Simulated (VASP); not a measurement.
# GaN (P6_3mc) in VASP: settings compared

The runs below take GaN through single point, relaxation of cell and atoms, with r2SCAN, PBEsol, LDA.

Program: VASP 6.6.1. These are calculated values, not measurements. Logs are shortened: lines on timing, memory, paths and dates and some standing lists are left out, and cuts for length are marked.

## 1. The cell of the first run

Symmetry: P6_3mc, No. 186, hexagonal system. The conventional cell has a = 3.183 Å, b = 3.183 Å, c = 5.184 Å, α = 90.00°, β = 90.00°, γ = 120.00°. Within 2.6 Å of Ga (site symmetry 3m) lie 4 N at 1.95 Å. N (site symmetry 3m) has 4 Ga at 1.95 Å within 2.6 Å.

## 2. Single point, r2SCAN

The input, POSCAR:

```
GaN
1.0
    3.1831494038      0.0000000000      0.0000000000
   -1.5915747019      2.7566882477      0.0000000000
    0.0000000000      0.0000000000      5.1836255107
Ga N
2 2
Direct
    0.3333333333      0.6666666667     -0.0008868064
    0.6666666667      0.3333333333      0.4991131936
    0.3333333333      0.6666666667      0.3758868064
    0.6666666667      0.3333333333      0.8758868064
```

The input, INCAR.step1:

```
PREC = Accurate
ENCUT = 520
ISMEAR = 0
SIGMA = 0.01
LREAL = F
LASPH = T
NELM = 80
NBANDS = 26
GGA = PE
ALGO = Normal
EDIFF = 1E-4
LWAVE = T
LCHARG = F
```

The input, INCAR.step2:

```
PREC = Accurate
ENCUT = 520
EDIFF = 1E-6
ISMEAR = 0
SIGMA = 0.01
LREAL = F
LASPH = T
NELM = 80
ALGO = Normal
ISIF = 2
LWAVE = F
LCHARG = F
METAGGA = R2SCAN
LMIXTAU = T
NBANDS = 26
ISTART = 1
```

The input, KPOINTS:

```
regular mesh
0
Gamma
  12 12 6
```

Potentials or basis: VASP PAW PBE potentials, release 64 (Ga_d, N).

Run with:

```bash
$ cat potpaw_PBE.64/Ga_d/POTCAR potpaw_PBE.64/N/POTCAR > POTCAR
$ cp INCAR.step1 INCAR
$ mpirun -np 1 vasp_std > vasp.out
$ cp INCAR.step2 INCAR
$ mpirun -np 1 vasp_std > vasp.out
```

OUTCAR:

```text
PREC = Accurate
   ENCUT = 520
   EDIFF = 1E-6
   ISMEAR = 0
   LREAL = F
   LASPH = T
   NELM = 80
   ISIF = 2
   METAGGA = R2SCAN
   ISTART = 1

 ion  position               nearest neighbor table
   1  0.333  0.667  0.999-   4 1.95   4 1.95   4 1.95   3 1.95
   2  0.667  0.333  0.499-   3 1.95   3 1.95   3 1.95   4 1.95
   3  0.333  0.667  0.376-   2 1.95   2 1.95   2 1.95   1 1.95
   4  0.667  0.333  0.876-   1 1.95   1 1.95   1 1.95   2 1.95

  LATTYP: Found a hexagonal cell.
 ALAT       =     3.1831494038
 C/A-ratio  =     1.6284581253

  Lattice vectors:

 A1 = (   3.1831494038,   0.0000000000,   0.0000000000)
 A2 = (  -1.5915747019,   2.7566882477,   0.0000000000)
 A3 = (   0.0000000000,   0.0000000000,   5.1836255107)

Analysis of symmetry for initial positions (statically):
=====================================================================
 Subroutine PRICEL returns:
 Original cell was already a primitive cell.

 Routine SETGRP: Setting up the symmetry group for a
 hexagonal supercell.

 Subroutine GETGRP returns: Found 12 space group operations
 (whereof  6 operations were pure point group operations)
 out of a pool of 24 trial point group operations.

The static configuration has the point symmetry C_3v.
 The point group associated with its full space group is C_6v.

Analysis of symmetry for dynamics (positions and initial velocities):
=====================================================================
 Subroutine PRICEL returns:
 Original cell was already a primitive cell.

 Routine SETGRP: Setting up the symmetry group for a
 hexagonal supercell.

 Subroutine GETGRP returns: Found 12 space group operations
 (whereof  6 operations were pure point group operations)
 out of a pool of 24 trial point group operations.

The dynamic configuration has the point symmetry C_3v.
 The point group associated with its full space group is C_6v.

 Subroutine INISYM returns: Found 12 space group operations
 (whereof  6 operations are pure point group operations),
 and found     1 'primitive' translations

----------------------------------------------------------------------------------------

                                     Primitive cell

  volume of cell :      45.4861

  direct lattice vectors                    reciprocal lattice vectors
     3.183149404  0.000000000  0.000000000     0.314154277  0.181377056  0.000000000
    -1.591574702  2.756688248  0.000000000     0.000000000  0.362754113  0.000000000
     0.000000000  0.000000000  5.183625511     0.000000000  0.000000000  0.192915171

  length of vectors
     3.183149404  3.183149404  5.183625511     0.362754113  0.362754113  0.192915171

  position of ions in fractional coordinates (direct lattice)
     0.333333333  0.666666667  0.999113194
     0.666666667  0.333333333  0.499113194
     0.333333333  0.666666667  0.375886806
     0.666666667  0.333333333  0.875886806

  ion indices of the primitive-cell ions
   primitive index   ion index
                 1           1
                 2           2
                 3           3
                 4           4

----------------------------------------------------------------------------------------

 KPOINTS: regular mesh

Automatic generation of k-mesh.
 Grid dimensions read from file:
 generate k-points for:   12   12    6

 Generating k-lattice:

  Cartesian coordinates                     Fractional coordinates (reciprocal lattice)
     0.026179523  0.015114755  0.000000000     0.083333333  0.000000000  0.000000000
     0.000000000  0.030229509  0.000000000     0.000000000  0.083333333  0.000000000
     0.000000000  0.000000000  0.032152528     0.000000000  0.000000000  0.166666667

  Length of vectors
     0.030229509  0.030229509  0.032152528

  Shift w.r.t. Gamma in fractional coordinates (k-lattice)
     0.000000000  0.000000000  0.000000000

 Subroutine IBZKPT returns following result:
 ===========================================

 Found     76 irreducible k-points:

 Following reciprocal coordinates:
            Coordinates               Weight
  0.000000  0.000000  0.000000      1.000000
  0.083333  0.000000  0.000000      6.000000
  0.166667 -0.000000  0.000000      6.000000
  0.250000  0.000000  0.000000      6.000000
  0.333333  0.000000  0.000000      6.000000
  0.416667  0.000000  0.000000      6.000000
[... 16 lines left out ...]
  0.250000  0.000000  0.166667     12.000000
  0.333333  0.000000  0.166667     12.000000
 [... further k-points ...]
   k-points           NKPTS =     76   k-points in BZ     NKDIM =     76   number of bands    NBANDS=     26
   number of dos      NEDOS =    301   number of ions     NIONS =      4
   total plane-waves  NPLWV =  23040
   dimension x,y,z NGX =    24 NGY =   24 NGZ =   40
   dimension x,y,z NGXF=    48 NGYF=   48 NGZF=   80
   ions per type =               2   2
   NGX,Y,Z   is equivalent  to a cutoff of  12.53, 12.53, 12.83 a.u.
[... 36 lines left out ...]
   METAGGA = R2SCAN    functional components
   LHFCALC =     F    Hartree Fock is set to
   AEXX    =    0.0000 exact exchange contribution
   IVDW    =     0    specifies the selected vdW correction
   LEPSILON=     F    determine dielectric tensor
   LRPA    =     F    only Hartree local field effects (RPA)
 non-spin polarized calculation
 Gauss-broadening in eV      SIGMA  =   0.01
  energy-cutoff  :      520.00
  volume of cell :       45.49
 maximum number of plane-waves:      1248
 NGX is ok and might be reduce to    24
   NGX = 11   NGY = 11   NGZ = 19

 number of electron      35.9999993 magnetization

 Free energy of the ion-electron system (eV)
  ---------------------------------------------------
  ext. energy  EPLUGINS =         0.00000000
  ---------------------------------------------------
  free energy    TOTEN  =       -43.82089668 eV

  energy without entropy =      -43.82089668  energy(sigma->0) =      -43.82089668

 E-fermi :   5.1700     XC(G=0): -12.6636

 val. band max:        5.1012417908   @ k =   0.0000   0.0000   0.0000
 cond. band min:       7.4447586079   @ k =   0.0000   0.0000   0.0000
 fundamental gap:      2.3435168170
 Fermi energy:         5.1700293523

 k-point     1 :       0.0000    0.0000    0.0000
  band No.  band energies     occupation
      1     -11.7109      2.00000
      2     -10.7045      2.00000
      3      -8.7273      2.00000
      4      -8.7114      2.00000
      5      -8.7114      2.00000
      6      -8.6429      2.00000
[... 18 lines left out ...]
     25      17.5886      0.00000
     26      17.5887      0.00000

 k-point     2 :       0.0833    0.0000    0.0000
  band No.  band energies     occupation
      1     -11.6415      2.00000
      2     -10.6840      2.00000
      3      -8.7209      2.00000
      4      -8.7009      2.00000
      5      -8.6879      2.00000
      6      -8.6344      2.00000
[... 18 lines left out ...]
     25      17.2305      0.00000
     26      17.7548      0.00000

 k-point     3 :       0.1667   -0.0000    0.0000
  band No.  band energies     occupation
      1     -11.4508      2.00000
      2     -10.6328      2.00000
      3      -8.6956      2.00000
      4      -8.6747      2.00000
      5      -8.6264      2.00000
      6      -8.5954      2.00000
[... 18 lines left out ...]
     25      17.2590      0.00000
     26      18.1399      0.00000

 k-point     4 :       0.2500    0.0000    0.0000
  band No.  band energies     occupation
      1     -11.1921      2.00000
      2     -10.5741      2.00000
      3      -8.6679      2.00000
      4      -8.6475      2.00000
      5      -8.5747      2.00000
      6      -8.5362      2.00000
[... 18 lines left out ...]
     25      17.2872      0.00000
     26      18.6653      0.00000
[... 496 lines left out ...]
      1     -11.3792      2.00000
      2     -10.6638      2.00000
      3      -8.6904      2.00000
      4      -8.6707      2.00000
      5      -8.6262      2.00000
      6      -8.5968      2.00000
[... 18 lines left out ...]
     25      16.8675      0.00000
     26      17.9169      0.00000

 k-point    23 :       0.2500    0.0000    0.1667
  band No.  band energies     occupation
      1     -11.1331      2.00000
      2     -10.5945      2.00000
      3      -8.6670      2.00000
      4      -8.6406      2.00000
      5      -8.5871      2.00000
      6      -8.5441      2.00000
[... 18 lines left out ...]
     25      16.9944      0.00000
     26      18.4906      0.00000

 k-point    24 :       0.3333    0.0000    0.1667
  band No.  band energies     occupation
      1     -10.9010      2.00000
      2     -10.5403      2.00000
      3      -8.6548      2.00000
      4      -8.6214      2.00000
      5      -8.5546      2.00000
      6      -8.4936      2.00000
[... 18 lines left out ...]
     25      17.2382      0.00000
     26      19.0498      0.00000

 [... further k-points ...]

------------------------ aborting loop because EDIFF is reached ----------------------------------------

  FORCE on cell =-STRESS in cart. coord.  units (eV):
  Direction    XX          YY          ZZ          XY          YZ          ZX
  --------------------------------------------------------------------------------------
  -------------------------------------------------------------------------------------
  Total        0.3154278      0.3154278      0.2815057      0.0000000      0.0000000     -0.0000000
  in kB       11.1104661     11.1104661      9.9156112      0.0000000      0.0000000     -0.0000000
  external PRESSURE =      10.7121811 kB  Pullay stress =       0.0000000 kB

 VOLUME and BASIS-vectors are now :
 -----------------------------------------------------------------------------
  energy-cutoff  :      520.00
  volume of cell :       45.49
      direct lattice vectors                 reciprocal lattice vectors
     3.183149404  0.000000000  0.000000000     0.314154277  0.181377056  0.000000000
    -1.591574702  2.756688248  0.000000000     0.000000000  0.362754113  0.000000000
     0.000000000  0.000000000  5.183625511     0.000000000  0.000000000  0.192915171

 POSITION                                       TOTAL-FORCE (eV/Angst)
 -----------------------------------------------------------------------------------
     -0.00000      1.83779      5.17903         0.000000      0.000000      0.004834
      1.59157      0.91890      2.58722        -0.000000      0.000000      0.004834
     -0.00000      1.83779      1.94846        -0.000000      0.000000     -0.004834
      1.59157      0.91890      4.54027        -0.000000      0.000000     -0.004834
 -----------------------------------------------------------------------------------
    total drift:                                0.000002      0.000004      0.034538

  FREE ENERGIE OF THE ION-ELECTRON SYSTEM (eV)
  ---------------------------------------------------
  free  energy   TOTEN  =       -43.8208966768 eV

  energy  without entropy=      -43.8208966768  energy(sigma->0) =      -43.82089668
```

Wall time 4 min (1 thread of Intel Xeon 8259CL, shared host); peak memory 0.22 GiB.

What came out:

```
Free energy            : -43.8209 eV
Pressure               : 1.1 GPa
Largest force          : 0.005 eV/Å
Band gap on the k mesh : 2.34 eV
```

Forces in eV/Å, atoms in the order of the input:
```
Ga   0.000  0.000  0.005
Ga   0.000  0.000  0.005
N    0.000  0.000 -0.005
N    0.000  0.000 -0.005
```

Stress tensor (GPa, compression positive):
```
1.11 0.00 0.00
0.00 1.11 0.00
0.00 0.00 0.99
```

Levels at points of the mesh, in eV from the valence-band top:
```tsv
k point	band 16	band 17	band 18	band 19	band 20	band 21
(0.00, 0.00, 0.00)	-0.04	0.00	0.00	2.34	4.81	9.96
(0.50, 0.00, 0.00)	-2.84	-2.24	-1.03	5.58	6.12	6.55
(0.00, 0.00, 0.50)	-0.55	-0.55	-0.55	4.77	4.77	9.18
(0.50, 0.00, 0.50)	-2.01	-1.95	-1.95	4.89	4.89	8.42
```

Caveat: the PAW data sets were made with another functional, which shifts forces and pressure a little.

## 3. Relaxation of cell and atoms, PBEsol

This run uses another cell than the first one, of 11.76 Å³/atom.

The input, INCAR:

```
PREC = Accurate ; ENCUT = 600
EDIFF = 1E-6 ; ISMEAR = -1
SIGMA = 0.02 ; LREAL = F
LASPH = T ; NELM = 80
ALGO = Normal ; ISIF = 3
LWAVE = F ; LCHARG = F
GGA = PS ; IBRION = 2
NSW = 80 ; EDIFFG = -0.005
```

The input, KPOINTS:

```
regular mesh
0
Gamma
  12 12 4
```

The input, POSCAR:

```
GaN
1.0
    3.2183180140      0.0000000000      0.0000000000
   -1.6091590070      2.7871451576      0.0000000000
    0.0000000000      0.0000000000      5.2432518876
Ga N
2 2
Direct
    0.3333333333      0.6666666667     -0.0008524590
    0.6666666667      0.3333333333      0.4991475410
    0.3333333333      0.6666666667      0.3758524590
    0.6666666667      0.3333333333      0.8758524590
```

Potentials or basis: VASP PAW PBE potentials, release 64 (Ga_d, N).

Run with:

```bash
$ cat potpaw_PBE.64/Ga_d/POTCAR potpaw_PBE.64/N/POTCAR > POTCAR
$ mpirun -np 1 vasp_std > vasp.out
```

It took 6.6 min on 1 thread of Intel Xeon 8259CL, shared host; peak memory 0.23 GiB.

The run converged. Its results:

```yaml
Free_energy: -26.2747 eV
Relaxed_volume: 11.35 Å³/atom
Relaxed_cell: a = 3.181 Å, b = 3.181 Å, c = 5.182 Å, α = 90.00°, β = 90.00°, γ = 120.00°
Space_group_after_relaxing_to_0.1_Å: P6_3mc (No. 186)
Energy_gained_by_relaxing: 8.2 meV/atom
Ionic_steps: 11
Pressure_after_relaxing: 0.0 GPa
Largest_force_after_relaxing: 0.005 eV/Å
Band_gap_on_the_k_mesh: 1.91 eV
```

Forces in eV/Å, atoms in the order of the input:
```
Ga   0.000  0.000  0.005
Ga   0.000  0.000  0.005
N    0.000  0.000 -0.005
N    0.000  0.000 -0.005
```

The path:
| step | energy change (eV) | largest force (eV/Å) | pressure (GPa) | volume (Å³) |
| --- | --- | --- | --- | --- |
| 1 | 0.0000 | 0.0014 | -6.22 | 47.03 |
| 2 | -0.0060 | 0.0154 | 6.27 | 43.99 |
| 3 | -0.0328 | 0.0066 | -0.05 | 45.40 |
| 4 | -0.0328 | 0.0069 | 0.11 | 45.37 |
| 5 | -0.0328 | 0.0017 | -0.09 | 45.41 |
| 6 | -0.0328 | 0.0033 | 0.09 | 45.39 |
| 7 | -0.0328 | 0.0004 | -0.12 | 45.40 |
| 8 | -0.0328 | 0.0037 | 0.10 | 45.40 |
| 9 | -0.0328 | 0.0007 | -0.09 | 45.40 |
| 10 | -0.0328 | 0.0028 | -0.06 | 45.40 |
| 11 | -0.0328 | 0.0045 | -0.01 | 45.40 |

Final structure:
```yaml
crystal:
  lattice:
    - [3.18057, 0.00000, 0.00000]
    - [-1.59029, 2.75446, 0.00000]
    - [0.00000, 0.00000, 5.18183]
  atoms:
    - { symbol: Ga, position: [0.33333, 0.66667, 0.99918] }
    - { symbol: Ga, position: [0.66667, 0.33333, 0.49918] }
    - { symbol: N, position: [0.33333, 0.66667, 0.37582] }
    - { symbol: N, position: [0.66667, 0.33333, 0.87582] }
```

Levels at points of the mesh, in eV from the valence-band top:
| k point | band 15 | band 16 | band 17 | band 18 | band 19 | band 20 | band 21 | band 22 |
| --- | --- | --- | --- | --- | --- | --- | --- | --- |
| (0.00, 0.00, 0.00) | -1.05 | -0.04 | 0.00 | 0.00 | 1.91 | 4.22 | 9.13 | 9.83 |
| (0.50, 0.00, 0.00) | -4.28 | -2.79 | -2.26 | -1.02 | 4.95 | 5.53 | 5.96 | 8.59 |
| (0.00, 0.00, 0.50) | -0.54 | -0.54 | -0.54 | -0.54 | 4.23 | 4.23 | 8.39 | 8.39 |
| (0.50, 0.00, 0.50) | -1.98 | -1.98 | -1.93 | -1.93 | 4.31 | 4.31 | 7.72 | 7.72 |

Caveat: the PAW data sets were made with another functional, which shifts forces and pressure a little.

## 4. Relaxation of cell and atoms, LDA

This run uses another cell than the first one, of 11.76 Å³/atom.

The input, INCAR:

```
SYSTEM = GaN
PREC = Accurate
ENCUT = 600
EDIFF = 1E-6
ISMEAR = -1
SIGMA = 0.02
LREAL = .False.
LASPH = .True.
NELM = 80
ALGO = Normal
ISIF = 3
LWAVE = .False.
LCHARG = .False.
IBRION = 2
NSW = 80
EDIFFG = -0.005
```

The input, KPOINTS:

```
regular mesh
0
Gamma
  12 12 4
  0 0 0
```

POSCAR is that of step 3.

Potentials or basis: VASP PAW LDA potentials, release 64 (Ga_d, N).

Run with:

```bash
$ cat potpaw_LDA.64/Ga_d/POTCAR potpaw_LDA.64/N/POTCAR > POTCAR
$ mpirun -np 1 vasp_std > vasp.out
```

Wall time 5 min (1 thread of Intel Xeon 8259CL, shared host); peak memory 0.21 GiB.

Results (log left out):

* Free energy: -27.9146 eV
* Relaxed volume: 11.11 Å³/atom
* Relaxed cell: a = 3.157 Å, b = 3.157 Å, c = 5.145 Å, α = 90.00°, β = 90.00°, γ = 120.00°
* Space group after relaxing (to 0.1 Å): P6_3mc (No. 186)
* Energy gained by relaxing: 21.8 meV/atom
* Ionic steps: 6
* Pressure after relaxing: 0.0 GPa
* Largest force after relaxing: 0.004 eV/Å
* Band gap on the k mesh: 2.11 eV

Forces on the atoms (eV/Å):
```
Ga   0.000  0.000  0.004
Ga   0.000  0.000  0.004
N    0.000  0.000 -0.004
N    0.000  0.000 -0.004
```

Stress tensor (GPa, compression positive):
```
-0.04  0.00  0.00
 0.00 -0.04  0.00
 0.00  0.00  0.05
```

The path:
| step | energy change (eV) | largest force (eV/Å) | pressure (GPa) | volume (Å³) |
| --- | --- | --- | --- | --- |
| 1 | 0.0000 | 0.0007 | -10.19 | 47.03 |
| 2 | -0.0054 | 0.0318 | 11.95 | 42.12 |
| 3 | -0.0874 | 0.0142 | -0.13 | 44.44 |
| 4 | -0.0874 | 0.0146 | 0.13 | 44.39 |
| 5 | -0.0874 | 0.0023 | -0.24 | 44.44 |
| 6 | -0.0874 | 0.0041 | -0.01 | 44.42 |

Final structure:
```cif
data_structure
_symmetry_space_group_name_H-M 'P 1'
_symmetry_Int_Tables_number 1
_cell_length_a 3.1575
_cell_length_b 3.1575
_cell_length_c 5.1452
_cell_angle_alpha 90.000
_cell_angle_beta 90.000
_cell_angle_gamma 120.000
_cell_volume 44.42
loop_
_atom_site_label
_atom_site_type_symbol
_atom_site_fract_x
_atom_site_fract_y
_atom_site_fract_z
_atom_site_occupancy
Ga1 Ga 0.33333 0.66667 0.99923 1
Ga2 Ga 0.66667 0.33333 0.49923 1
N1 N 0.33333 0.66667 0.37577 1
N2 N 0.66667 0.33333 0.87577 1
```

Levels at points of the mesh, in eV from the valence-band top:
```csv
k point,band 15,band 16,band 17,band 18,band 19,band 20,band 21,band 22
"(0.00, 0.00, 0.00)",-1.08,-0.05,0.00,0.00,2.11,4.35,9.19,9.87
"(0.50, 0.00, 0.00)",-4.38,-2.87,-2.33,-1.04,4.99,5.64,5.98,8.68
"(0.00, 0.00, 0.50)",-0.55,-0.55,-0.55,-0.55,4.37,4.37,8.44,8.44
"(0.50, 0.00, 0.50)",-2.03,-2.03,-1.97,-1.97,4.37,4.37,7.78,7.78
```

## 5. Overview

```csv
task,level,potentials or basis,cell,k mesh,cutoff (eV),smearing,gap on the mesh (eV),pressure (GPa),relaxed volume (Å³/atom)
single point,r2SCAN,"VASP PAW PBE potentials, release 64 (Ga_d, N)","a = 3.183, b = 3.183, c = 5.184 Å, angles 90.0, 90.0, 120.0°, 4 atoms",12 × 12 × 6,520,gaussian 0.01 eV,2.34,1.1,-
relaxation of cell and atoms,PBEsol,"VASP PAW PBE potentials, release 64 (Ga_d, N)","relaxed from a = 3.218, b = 3.218, c = 5.243 Å, angles 90.0, 90.0, 120.0°, 4 atoms",12 × 12 × 4,600,fermi-dirac 0.02 eV,1.91,0.0,11.35
relaxation of cell and atoms,LDA,"VASP PAW LDA potentials, release 64 (Ga_d, N)","relaxed from a = 3.218, b = 3.218, c = 5.243 Å, angles 90.0, 90.0, 120.0°, 4 atoms",12 × 12 × 4,600,fermi-dirac 0.02 eV,2.11,0.0,11.11
```

Alike in all rows: no spin polarisation.

Caveats: the PAW data sets were made with another functional, which shifts forces and pressure a little (at least some runs).

Absolute energies hang on the potentials; compare differences alone.
